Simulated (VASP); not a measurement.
# ZnCd5S6 (P3m1) in VASP: single point with PBE

Aim: the single point of ZnCd5S6 with PBE.

All numbers are computed with VASP 6.6.1; they aren't measurements. Logs are shortened: lines on timing, memory, paths and dates and some standing lists are left out, and cuts for length are marked.

**1. The cell of the first run**

Symmetry: P3m1, No. 156, trigonal system. The conventional cell has a = 4.129 Å, b = 4.129 Å, c = 20.336 Å, α = 90.00°, β = 90.00°, γ = 120.00°. Zn (site symmetry 3m) has 4 S at 2.35 to 2.47 Å within 3.1 Å. Within 3.4 Å of Cd (site symmetry 3m) lie 4 S at 2.55 to 2.56 Å. Cd (site symmetry 3m) has 4 S at 2.55 to 2.57 Å within 3.4 Å. Cd (site symmetry 3m) has 4 S at 2.55 to 2.56 Å within 3.4 Å. Cd (site symmetry 3m) has 4 S at 2.55 to 2.56 Å within 3.4 Å. Within 3.4 Å of Cd (site symmetry 3m) lie 4 S at 2.55 to 2.56 Å. Within 3.4 Å of S (site symmetry 3m) lie 4 Cd at 2.55 to 2.56 Å. Within 3.3 Å of S (site symmetry 3m) lie 3 Zn at 2.47 Å and 1 Cd at 2.57 Å.

**2. Single point, PBE**

File INCAR:

```
  PREC = Accurate
  ENCUT = 520
  EDIFF = 1E-6
  ISMEAR = 0
  SIGMA = 0.02
  LREAL = F
  LASPH = T
  NELM = 100
  ALGO = Normal
  ISIF = 2
  LWAVE = F
  LCHARG = T
  GGA = PE
  LELF = T
  LVHAR = T
  NBANDS = 66
```

File KPOINTS:

```
Automatic mesh
0
Gamma
  12 12 2
```

File POSCAR:

```
ZnCd5S6
1.0
    4.1291501023      0.0000000000      0.0000000000
   -2.0645750512      3.5759488846      0.0000000000
    0.0000000000      0.0000000000     20.3361999129
Zn Cd S
1 5 6
Direct
    0.3333333333      0.6666666667      0.6665373325
    0.0000000000      0.0000000000      0.9958384317
    0.6666666667      0.3333333333      0.8253408394
    0.0000000000      0.0000000000      0.5068730976
    0.6666666667      0.3333333333      0.3365018645
    0.3333333333      0.6666666667      0.1661677923
    0.0000000000      0.0000000000      0.8701595913
    0.6666666667      0.3333333333      0.6991722128
    0.3333333333      0.6666666667      0.5509403629
    0.0000000000      0.0000000000      0.3811641865
    0.6666666667      0.3333333333      0.2108228920
    0.3333333333      0.6666666667      0.0404813965
```

Potentials or basis: VASP PAW PBE potentials, release 64 (Zn, Cd, S).

Launch:

```console
> cat potpaw_PBE.64/Zn/POTCAR potpaw_PBE.64/Cd/POTCAR potpaw_PBE.64/S/POTCAR > POTCAR
> mpirun -np 1 vasp_std > vasp.out
```

OUTCAR:

```text
PREC = Accurate
   ENCUT = 520
   EDIFF = 1E-6
   ISMEAR = 0
   LREAL = F
   LASPH = T
   NELM = 100
   ISIF = 2
   GGA = PE

 ion  position               nearest neighbor table
   1  0.333  0.667  0.667-   9 2.35   8 2.47   8 2.47   8 2.47
   2  0.000  0.000  0.996-  12 2.55  12 2.55  12 2.55   7 2.56
   3  0.667  0.333  0.825-   7 2.55   7 2.55   7 2.55   8 2.57
   4  0.000  0.000  0.507-   9 2.55   9 2.55   9 2.55  10 2.56
   5  0.667  0.333  0.337-  10 2.55  10 2.55  10 2.55  11 2.56
   6  0.333  0.667  0.166-  11 2.55  11 2.55  11 2.55  12 2.56
   7  0.000  0.000  0.870-   3 2.55   3 2.55   3 2.55   2 2.56
   8  0.667  0.333  0.699-   1 2.47   1 2.47   1 2.47   3 2.57
   9  0.333  0.667  0.551-   1 2.35   4 2.55   4 2.55   4 2.55
  10  0.000  0.000  0.381-   5 2.55   5 2.55   5 2.55   4 2.56
  11  0.667  0.333  0.211-   6 2.55   6 2.55   6 2.55   5 2.56
  12  0.333  0.667  0.040-   2 2.55   2 2.55   2 2.55   6 2.56

  LATTYP: Found a hexagonal cell.
 ALAT       =     4.1291501023
 C/A-ratio  =     4.9250328540

  Lattice vectors:

 A1 = (   4.1291501023,   0.0000000000,   0.0000000000)
 A2 = (  -2.0645750512,   3.5759488846,   0.0000000000)
 A3 = (   0.0000000000,   0.0000000000,  20.3361999129)

Analysis of symmetry for initial positions (statically):
=====================================================================
 Subroutine PRICEL returns:
 Original cell was already a primitive cell.

 Routine SETGRP: Setting up the symmetry group for a
 hexagonal supercell.

 Subroutine GETGRP returns: Found  6 space group operations
 (whereof  6 operations were pure point group operations)
 out of a pool of 24 trial point group operations.

The static configuration has the point symmetry C_3v.

Analysis of symmetry for dynamics (positions and initial velocities):
=====================================================================
 Subroutine PRICEL returns:
 Original cell was already a primitive cell.

 Routine SETGRP: Setting up the symmetry group for a
 hexagonal supercell.

 Subroutine GETGRP returns: Found  6 space group operations
 (whereof  6 operations were pure point group operations)
 out of a pool of 24 trial point group operations.

The dynamic configuration has the point symmetry C_3v.

 Subroutine INISYM returns: Found  6 space group operations
 (whereof  6 operations are pure point group operations),
[... 125 lines left out ...]
   TEBEG  =    0.0;   TEEND  =   0.0 temperature during run
   PSTRESS=    0.0 pullay stress
   NELECT =     108.0000    total number of electrons
   NUPDOWN=      -1.0000    fix difference up-down
   EMIN   =  10.00;   EMAX   =-10.00  energy-range for DOS
   EFERMI =   0.00;   METHOD = LEGACY
   ISMEAR =     0;   SIGMA  =   0.02  broadening in eV -4-tet -1-fermi 0-gaus
   EFERMI_NEDOS =   21; number of points for ismear=-14 and -15
   IALGO  =     38    algorithm
   IMIX   =      4    mixing-type and parameters
     AMIX     =   0.40;   BMIX     =  1.00
     AMIX_MAG =   1.60;   BMIX_MAG =  1.00
  volume/ion in A,a.u.               =      25.02       168.86
  Fermi-wavevector in a.u.,A,eV,Ry     =   1.164239  2.200093 18.442051  1.355453
  Thomas-Fermi vector in A             =   2.300779
   LORBIT       =      0    0 simple, 1 ext, 2 COOP (PROOUT), +10 PAW based schemes
   GGA     = PE    functional components
   LHFCALC =     F    Hartree Fock is set to
   AEXX    =    0.0000 exact exchange contribution
   IVDW    =     0    specifies the selected vdW correction
   LEPSILON=     F    determine dielectric tensor
   LRPA    =     F    only Hartree local field effects (RPA)
 non-spin polarized calculation
 Gauss-broadening in eV      SIGMA  =   0.02
  energy-cutoff  :      520.00
  volume of cell :      300.28
 maximum number of plane-waves:      8152
 NGX is ok and might be reduce to    32
   NGX = 15   NGY = 15   NGZ = 75

 number of electron     108.0000002 magnetization

 Free energy of the ion-electron system (eV)
  ---------------------------------------------------
  ext. energy  EPLUGINS =         0.00000000
  ---------------------------------------------------
  free energy    TOTEN  =       -37.38074495 eV

  energy without entropy =      -37.38074495  energy(sigma->0) =      -37.38074495

 E-fermi :   1.1746     XC(G=0):  -9.0205

 val. band max:        1.0935538253   @ k =   0.0000   0.0000   0.0000
 cond. band min:       2.1855549252   @ k =   0.0000   0.0000   0.0000
 fundamental gap:      1.0920011000
 Fermi energy:         1.1745750295

 k-point     1 :       0.0000    0.0000    0.0000
  band No.  band energies     occupation
      1     -11.2240      2.00000
      2     -11.0473      2.00000
      3     -10.9952      2.00000
      4     -10.8269      2.00000
      5     -10.7870      2.00000
      6     -10.6838      2.00000
[... 1645 lines left out ...]
     65       7.5095      0.00000
     66       7.7999      0.00000

 [... further k-points ...]

------------------------ aborting loop because EDIFF is reached ----------------------------------------

  FORCE on cell =-STRESS in cart. coord.  units (eV):
  Direction    XX          YY          ZZ          XY          YZ          ZX
  --------------------------------------------------------------------------------------
  -------------------------------------------------------------------------------------
  Total        0.5180910      0.5180910      0.5494948     -0.0000000      0.0000000      0.0000000
  in kB        2.7643616      2.7643616      2.9319219     -0.0000000      0.0000000      0.0000000
  external PRESSURE =       2.8202151 kB  Pullay stress =       0.0000000 kB

 VOLUME and BASIS-vectors are now :
 -----------------------------------------------------------------------------
  energy-cutoff  :      520.00
  volume of cell :      300.28
      direct lattice vectors                 reciprocal lattice vectors
     4.129150102  0.000000000  0.000000000     0.242180588  0.139823028  0.000000000
    -2.064575051  3.575948885  0.000000000     0.000000000  0.279646055  0.000000000
     0.000000000  0.000000000 20.336199913     0.000000000  0.000000000  0.049173395

 POSITION                                       TOTAL-FORCE (eV/Angst)
 -----------------------------------------------------------------------------------
     -0.00000      2.38397     13.55484        -0.000000      0.000000      0.007666
      0.00000      0.00000     20.25157         0.000000     -0.000000      0.001737
      2.06458      1.19198     16.78430         0.000000     -0.000000     -0.001676
      0.00000      0.00000     10.30787         0.000000     -0.000000      0.001011
      2.06458      1.19198      6.84317        -0.000000      0.000000      0.001208
     -0.00000      2.38397      3.37922         0.000000     -0.000000      0.001803
      0.00000      0.00000     17.69574         0.000000     -0.000000     -0.002117
      2.06458      1.19198     14.21851         0.000000     -0.000000     -0.023049
     -0.00000      2.38397     11.20403         0.000000     -0.000000      0.016912
      0.00000      0.00000      7.75143        -0.000000     -0.000000     -0.000535
      2.06458      1.19198      4.28734        -0.000000     -0.000000     -0.001705
     -0.00000      2.38397      0.82324        -0.000000     -0.000000     -0.001256
 -----------------------------------------------------------------------------------
    total drift:                                0.000001     -0.000000     -0.001017

  FREE ENERGIE OF THE ION-ELECTRON SYSTEM (eV)
  ---------------------------------------------------
  free  energy   TOTEN  =       -37.3807449513 eV

  energy  without entropy=      -37.3807449513  energy(sigma->0) =      -37.38074495
```

stdout:

```text
POSCAR found type information on POSCAR ZnCdS
 POSCAR found :  3 types and      12 ions
 scaLAPACK will be used
 LDA part: xc-table for (Slater+PW92), standard interpolation
 POSCAR, INCAR and KPOINTS ok, starting setup
 FFT: planning ... GRIDC
 FFT: planning ... GRID_SOFT
 FFT: planning ... GRID
 WAVECAR not read
 entering main loop
```

Wall time 19 min (1 thread of Oxide Virtual Turin-like, shared host); peak memory 0.76 GiB.

Results:

```
Free energy            : -37.3807 eV
Pressure               : 0.3 GPa
Largest force          : 0.023 eV/Å
Band gap on the k mesh : 1.09 eV
```

Forces on the atoms (eV/Å):
```
Zn   0.000  0.000  0.008
Cd   0.000  0.000  0.002
Cd   0.000  0.000 -0.002
Cd   0.000  0.000  0.001
Cd   0.000  0.000  0.001
Cd   0.000  0.000  0.002
S    0.000  0.000 -0.002
S    0.000  0.000 -0.023
S    0.000  0.000  0.017
S    0.000  0.000 -0.001
S    0.000  0.000 -0.002
S    0.000  0.000 -0.001
```

Levels at points of the mesh, in eV from the valence-band top:
| k point | band 52 | band 53 | band 54 | band 55 | band 56 | band 57 |
| --- | --- | --- | --- | --- | --- | --- |
| (0.00, 0.00, 0.00) | -0.07 | 0.00 | 0.00 | 1.09 | 2.16 | 2.32 |
| (0.50, 0.00, 0.00) | -0.96 | -0.77 | -0.70 | 2.91 | 3.45 | 3.73 |
| (0.00, 0.00, 0.50) | -0.09 | -0.03 | -0.03 | 1.54 | 1.60 | 2.54 |
| (0.50, 0.00, 0.50) | -0.97 | -0.80 | -0.76 | 3.16 | 3.21 | 3.62 |

A k mesh can miss the band edges.
